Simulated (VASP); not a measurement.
Runs of VASP 6.6.1 on Mn. The structure is that of space group P6_3/mmc (No. 194), or close to it. The cells are those of the table. 

```csv
task,spin,cell,k mesh,cutoff (eV),smearing,gap on the mesh (eV),pressure (GPa),moment (μB)
relaxation of cell and atoms,"collinear, antiferromagnetic start","relaxed from a = 2.552, b = 2.552, c = 4.167 Å, angles 90.0, 90.0, 120.0°, 2 atoms",14 × 14 × 8,600,fermi-dirac 0.05 eV,none,0.0,0.00
single point,off,"a = 2.613, b = 2.613, c = 4.209 Å, angles 90.0, 90.0, 120.0°, 2 atoms",16 × 16 × 9,520,fermi-dirac 0.1 eV,none,-21.9,-
single point,off,"a = 2.517, b = 2.517, c = 4.053 Å, angles 90.0, 90.0, 120.0°, 2 atoms",16 × 16 × 9,520,fermi-dirac 0.1 eV,none,(c),-
single point,"collinear, antiferromagnetic start","a = 2.584, b = 2.584, c = 4.186 Å, angles 90.0, 90.0, 120.0°, 2 atoms",16 × 16 × 9,520,fermi-dirac 0.05 eV,none,-11.5,0.00
single point,off,"a = 2.483, b = 2.483, c = 3.998 Å, angles 90.0, 90.0, 120.0°, 2 atoms",16 × 16 × 9,520,fermi-dirac 0.1 eV,none,11.3,-
single point,"collinear, antiferromagnetic start","a = 2.518, b = 2.518, c = 4.080 Å, angles 90.0, 90.0, 120.0°, 2 atoms",14 × 14 × 8,520,fermi-dirac 0.05 eV,none,(a),0.00
single point,off,"a = 2.412, b = 2.412, c = 3.884 Å, angles 90.0, 90.0, 120.0°, 2 atoms",16 × 16 × 9,520,fermi-dirac 0.1 eV,none,(b),-
single point,off,"a = 2.448, b = 2.448, c = 3.942 Å, angles 90.0, 90.0, 120.0°, 2 atoms",16 × 16 × 9,520,fermi-dirac 0.1 eV,none,25.3,-
single point,off,"a = 2.582, b = 2.582, c = 4.158 Å, angles 90.0, 90.0, 120.0°, 2 atoms",16 × 16 × 9,520,fermi-dirac 0.1 eV,none,-16.2,-
single point,off,"a = 2.550, b = 2.550, c = 4.106 Å, angles 90.0, 90.0, 120.0°, 2 atoms",16 × 16 × 9,520,fermi-dirac 0.1 eV,none,-8.9,-
```

Alike in all rows: level BLYP; potentials or basis VASP PAW PBE potentials, release 64 (Mn_pv).

Fill in the values left out.

(a) 0.2; (b) 42.9; (c) 0.1.

Caveats: the PAW data sets were made with another functional, which shifts forces and pressure a little.

A gap of «none» marks levels without a gap at the run's occupations.
